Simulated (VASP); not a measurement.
# HfO2 (Fm-3m) in VASP: further runs

The runs below take HfO2 through single point, with r2SCAN.

Program: VASP 6.6.1. These are calculated values, not measurements. Logs are shortened: lines on timing, memory, paths and dates and some standing lists are left out, and cuts for length are marked.

**1. The cell of the first run**

The structure is cubic, space group Fm-3m (No. 225). The conventional cell has a = 4.990 Å, b = 4.990 Å, c = 4.990 Å, α = 90.00°, β = 90.00°, γ = 90.00°. Within 2.9 Å of Hf (site symmetry m-3m) lie 8 O at 2.16 Å. Within 2.9 Å of O (site symmetry -43m) lie 4 Hf at 2.16 Å and 6 O at 2.50 Å.

**2. Single point, r2SCAN**

File POSCAR:

```
HfO2
1.0
    0.0000000000      2.4952089700      2.4952089700
    2.4952089700      0.0000000000      2.4952089700
    2.4952089700      2.4952089700      0.0000000000
Hf O
1 2
Direct
    0.0000000000      0.0000000000      0.0000000000
    0.2500000000      0.2500000000      0.2500000000
    0.7500000000      0.7500000000      0.7500000000
```

File INCAR.step1:

```
SYSTEM = HfO2
PREC     = Accurate       ! precision mode
ENCUT    = 520            ! plane-wave cutoff, eV
ISMEAR   = -1             ! smearing method
SIGMA    = 0.02           ! smearing width, eV
LREAL    = .False.        ! projectors in reciprocal space
LASPH    = .True.         ! aspherical terms in the spheres
NELM     = 80             ! most SCF steps
NBANDS   = 18             ! bands
GGA      = PE             ! functional
ALGO     = Normal         ! electronic algorithm
EDIFF    = 1E-4           ! SCF threshold, eV
LWAVE    = .True.         ! write WAVECAR
LCHARG   = .False.        ! write CHGCAR
```

File INCAR.step2:

```
SYSTEM = HfO2
PREC     = Accurate       ! precision mode
ENCUT    = 520            ! plane-wave cutoff, eV
EDIFF    = 1E-6           ! SCF threshold, eV
ISMEAR   = -1             ! smearing method
SIGMA    = 0.02           ! smearing width, eV
LREAL    = .False.        ! projectors in reciprocal space
LASPH    = .True.         ! aspherical terms in the spheres
NELM     = 80             ! most SCF steps
ALGO     = Normal         ! electronic algorithm
ISIF     = 2              ! what is computed and relaxed
LWAVE    = .False.        ! write WAVECAR
LCHARG   = .False.        ! write CHGCAR
METAGGA  = R2SCAN         ! meta-GGA
LMIXTAU  = .True.       
NBANDS   = 18             ! bands
ISTART   = 1
```

File KPOINTS:

```
regular mesh
0
Gamma
  10 10 10
  0 0 0
```

Potentials or basis: VASP PAW PBE potentials, release 64 (Hf_pv, O).

Launch:

```
$ cat potpaw_PBE.64/Hf_pv/POTCAR potpaw_PBE.64/O/POTCAR > POTCAR
$ cp INCAR.step1 INCAR
$ mpirun -np 1 vasp_std > vasp.out
$ cp INCAR.step2 INCAR
$ mpirun -np 1 vasp_std > vasp.out
```

OUTCAR:

```text
SYSTEM = HfO2
   PREC = Accurate
   ENCUT = 520
   EDIFF = 1E-6
   ISMEAR = -1
   LREAL = .False.
   LASPH = .True.
   NELM = 80
   ISIF = 2
   METAGGA = R2SCAN
   ISTART = 1

 ion  position               nearest neighbor table
   1  0.000  0.000  0.000-   3 2.16   3 2.16   3 2.16   2 2.16   3 2.16   2 2.16   2 2.16   2 2.16

   2  0.250  0.250  0.250-   1 2.16   1 2.16   1 2.16   1 2.16
   3  0.750  0.750  0.750-   1 2.16   1 2.16   1 2.16   1 2.16

  LATTYP: Found a face centered cubic cell.
 ALAT       =     4.9904179400

  Lattice vectors:

 A1 = (   0.0000000000,   2.4952089700,   2.4952089700)
 A2 = (   2.4952089700,   0.0000000000,   2.4952089700)
 A3 = (   2.4952089700,   2.4952089700,   0.0000000000)

Analysis of symmetry for initial positions (statically):
=====================================================================
 Subroutine PRICEL returns:
 Original cell was already a primitive cell.

 Routine SETGRP: Setting up the symmetry group for a
 face centered cubic supercell.

 Subroutine GETGRP returns: Found 48 space group operations
 (whereof 48 operations were pure point group operations)
 out of a pool of 48 trial point group operations.

The static configuration has the point symmetry O_h .

Analysis of symmetry for dynamics (positions and initial velocities):
=====================================================================
 Subroutine PRICEL returns:
 Original cell was already a primitive cell.

 Routine SETGRP: Setting up the symmetry group for a
 face centered cubic supercell.

 Subroutine GETGRP returns: Found 48 space group operations
 (whereof 48 operations were pure point group operations)
 out of a pool of 48 trial point group operations.

The dynamic configuration has the point symmetry O_h .

 Subroutine INISYM returns: Found 48 space group operations
 (whereof 48 operations are pure point group operations),
 and found     1 'primitive' translations

----------------------------------------------------------------------------------------

                                     Primitive cell

  volume of cell :      31.0707

  direct lattice vectors                    reciprocal lattice vectors
     0.000000000  2.495208970  2.495208970    -0.200384018  0.200384018  0.200384018
[... 79 lines left out ...]
   PREC   = accura    normal or accurate (medium, high low for compatibility)
   ISTART =      1    job   : 0-new  1-cont  2-samecut
   ICHARG =      0    charge: 1-file 2-atom 10-const
   ISPIN  =      1    spin polarized calculation?
   LNONCOLLINEAR =      F non collinear calculations
   LSORBIT =      F    spin-orbit coupling
   LASPH  =      T    aspherical Exc in radial PAW
   ENCUT  =  520.0 eV  38.22 Ry    6.18 a.u.   6.56  6.56  6.56*2*pi/ulx,y,z
   NELM   =     80;   NELMIN=  2; NELMDL=  0     # of ELM steps
   EDIFF  = 0.1E-05   stopping-criterion for ELM
   LREAL  =      F    real-space projection
   EDIFFG = 0.1E-04   stopping-criterion for IOM
   NSW    =      0    number of steps for IOM
   IBRION =     -1    ionic relax: 0-MD 1-quasi-New 2-CG
   NFREE  =      0    steps in history (QN), initial steepest desc. (CG)
   ISIF   =      2    stress and relaxation
   ISYM   =      2    0-nonsym 1-usesym 2-fastsym
   POTIM  = 0.5000    time-step for ionic-motion
   TEBEG  =    0.0;   TEEND  =   0.0 temperature during run
   PSTRESS=    0.0 pullay stress
   NELECT =      22.0000    total number of electrons
   NUPDOWN=      -1.0000    fix difference up-down
   EMIN   =  10.00;   EMAX   =-10.00  energy-range for DOS
   EFERMI =   0.00;   METHOD = LEGACY
   ISMEAR =    -1;   SIGMA  =   0.02  broadening in eV -4-tet -1-fermi 0-gaus
   EFERMI_NEDOS =   21; number of points for ismear=-14 and -15
   IALGO  =     38    algorithm
   IMIX   =      4    mixing-type and parameters
     AMIX     =   0.40;   BMIX     =  1.00
     AMIX_MAG =   1.60;   BMIX_MAG =  1.00
  volume/ion in A,a.u.               =      10.36        69.89
  Fermi-wavevector in a.u.,A,eV,Ry     =   1.459146  2.757386 28.968267  2.129108
  Thomas-Fermi vector in A             =   2.575748
   LORBIT       =      0    0 simple, 1 ext, 2 COOP (PROOUT), +10 PAW based schemes
   METAGGA = R2SCAN    functional components
   LHFCALC =     F    Hartree Fock is set to
   AEXX    =    0.0000 exact exchange contribution
   IVDW    =     0    specifies the selected vdW correction
   LEPSILON=     F    determine dielectric tensor
   LRPA    =     F    only Hartree local field effects (RPA)
 non-spin polarized calculation
  energy-cutoff  :      520.00
  volume of cell :       31.07
 maximum number of plane-waves:       869
 NGX is ok and might be reduce to    28
   NGX = 13   NGY = 13   NGZ = 13

 number of electron      22.0000002 magnetization

 Free energy of the ion-electron system (eV)
  ---------------------------------------------------
  ext. energy  EPLUGINS =         0.00000000
  ---------------------------------------------------
  free energy    TOTEN  =       -68.53205408 eV

  energy without entropy =      -68.53205408  energy(sigma->0) =      -68.53205408

 E-fermi :   4.7217     XC(G=0): -12.8571

 val. band max:        4.3206418372   @ k =   0.5000   0.5000   0.0000
 cond. band min:       8.7561283617   @ k =   0.5000   0.5000   0.0000
 fundamental gap:      4.4354865245
 Fermi energy:         4.7216937458

 k-point     1 :       0.0000    0.0000    0.0000
  band No.  band energies     occupation
      1     -26.1056      2.00000
      2     -26.1056      2.00000
      3     -26.1056      2.00000
      4     -15.7114      2.00000
      5     -12.4693      2.00000
      6      -1.4254      2.00000
[... 481 lines left out ...]
      5     -13.6178      2.00000
      6      -1.4271      2.00000
[... 10 lines left out ...]
     17      15.7308      0.00000
     18      17.3033      0.00000

 [... further k-points ...]
[... 5 lines left out ...]
  --------------------------------------------------------------------------------------
  -------------------------------------------------------------------------------------
  Total        1.4759584      1.4759584      1.4759584     -0.0000000      0.0000000      0.0000000
  in kB       76.1086376     76.1086376     76.1086376     -0.0000000      0.0000000      0.0000000
  external PRESSURE =      76.1086376 kB  Pullay stress =       0.0000000 kB

 VOLUME and BASIS-vectors are now :
 -----------------------------------------------------------------------------
  energy-cutoff  :      520.00
  volume of cell :       31.07
      direct lattice vectors                 reciprocal lattice vectors
     0.000000000  2.495208970  2.495208970    -0.200384018  0.200384018  0.200384018
     2.495208970  0.000000000  2.495208970     0.200384018 -0.200384018  0.200384018
     2.495208970  2.495208970  0.000000000     0.200384018  0.200384018 -0.200384018

 POSITION                                       TOTAL-FORCE (eV/Angst)
 -----------------------------------------------------------------------------------
      0.00000      0.00000      0.00000        -0.000000     -0.000000      0.000000
      1.24760      1.24760      1.24760        -0.000000      0.000000     -0.000000
      3.74281      3.74281      3.74281         0.000000      0.000000      0.000000
 -----------------------------------------------------------------------------------
    total drift:                                0.000000      0.000000      0.000000

  FREE ENERGIE OF THE ION-ELECTRON SYSTEM (eV)
  ---------------------------------------------------
  free  energy   TOTEN  =       -68.5320540808 eV

  energy  without entropy=      -68.5320540808  energy(sigma->0) =      -68.53205408
```

It took 74 s on 1 thread of Intel Xeon Platinum 8488C (Sapphire Rapids), shared host; peak memory 0.18 GiB.

What came out:

```
Free energy            : -68.5321 eV
Pressure               : 7.6 GPa
Band gap on the k mesh : 4.44 eV, direct
```

Levels at points of the mesh, in eV from the valence-band top:
```csv
k point,band 7,band 8,band 9,band 10,band 11,band 12,band 13,band 14,band 15,band 16
"(0.00, 0.00, 0.00)",-5.75,-5.75,-0.66,-0.66,-0.66,4.53,4.53,6.86,11.63,11.63
"(0.50, 0.00, 0.00)",-4.62,-3.14,-2.91,-1.95,-1.95,5.29,5.29,7.96,9.79,10.48
"(0.50, 0.50, 0.00)",-3.69,-3.69,-1.64,-1.64,0.00,4.44,6.28,7.63,9.11,9.11
```

Caveat: the PAW data sets were made with another functional, which shifts forces and pressure a little; spin-orbit coupling is left out, which moves the levels of the heavy elements.

[end of part 1 of 2]
